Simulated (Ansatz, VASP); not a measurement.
**Hg in VASP and in Ansatz**

File INCAR:

```
SYSTEM = Hg
PREC = Accurate ; ENCUT = 520
EDIFF = 1E-6 ; ISMEAR = 0
SIGMA = 0.1 ; LREAL = .False.
LASPH = .True. ; NELM = 150
ALGO = Normal ; ISIF = 2
LWAVE = .False. ; LCHARG = .False.
LDAU = .True. ; LDAUTYPE = 1
LDAUL = 2 ; LDAUU = 8.8
LDAUJ = 0.41 ; LDAUPRINT = 1
GGA = PE ; NBANDS = 12
```

KPOINTS

```
Automatic mesh
0
Gamma
  6 6 6
  0 0 0
```

Contents of POSCAR:

```
Hg
1.0
    2.2339762741     -2.0458582601      0.0000000000
    2.2339762741      2.0458582601      0.0000000000
   -0.3487351701      0.0000000000      3.0398006871
Hg
1
Direct
    0.5000000000      0.5000000000      0.5000000000
```

Input for Ansatz:

```yaml
crystal:
  lattice:
    - [2.2339762741, -2.0458582601, 0.0]
    - [2.2339762741, 2.0458582601, 0.0]
    - [-0.3487351701, 0.0, 3.0398006871]
  atoms:
    - { symbol: Hg, position: [0.5, 0.5, 0.5] }
basis:
  ecutwfc: 420
kpoints:
  mp_grid: { grid: [6, 6, 6] }
hamiltonian:
  xc: pbe
  hubbard: { sites: [{ species: Hg, l: d, u: 8.8, j: 0.41 }] }
scf:
  occupations: { method: gaussian, width: 0.1 }
output:
  forces: true
  stress: true
  eigenvalues: true
```

Alike in both runs: task single point; functional PBE; k mesh 6 × 6 × 6; occupations gaussian, width 0.1 eV; no spin polarisation; Hubbard terms Hg d U = 8.8 eV, J = 0.41 eV.

```csv
,VASP,Ansatz
version,VASP 6.6.1,Ansatz 0.2.0
potentials or method,"VASP PAW PBE potentials, release 64 (Hg), cutoff 520 eV","scalar-relativistic, plane waves, PAW"
valence electrons in the cell,12,20
```

VASP gave:

```
gap on the k mesh at the Fermi level (eV)                     : none
pressure (GPa)                                                : -0.7
traceless stress, the component that is largest in VASP (GPa) : 0.69
```

Q: Which values does Ansatz return?

A: gap on the k mesh at the Fermi level (eV): none; pressure (GPa): 1.5; traceless stress, the component that is largest in VASP (GPa): 0.85.

The programs project onto different local orbitals, so the same U acts differently, and such runs can settle in different states. A gap of «none» marks a metal or a gap that the smearing closes. VASP's potentials hold 12 valence electrons a cell and Ansatz's 20, so a difference there can come from the potentials and not from the codes. Ansatz's warnings: filled band counts differ across k points.

Spin-orbit coupling is off throughout.
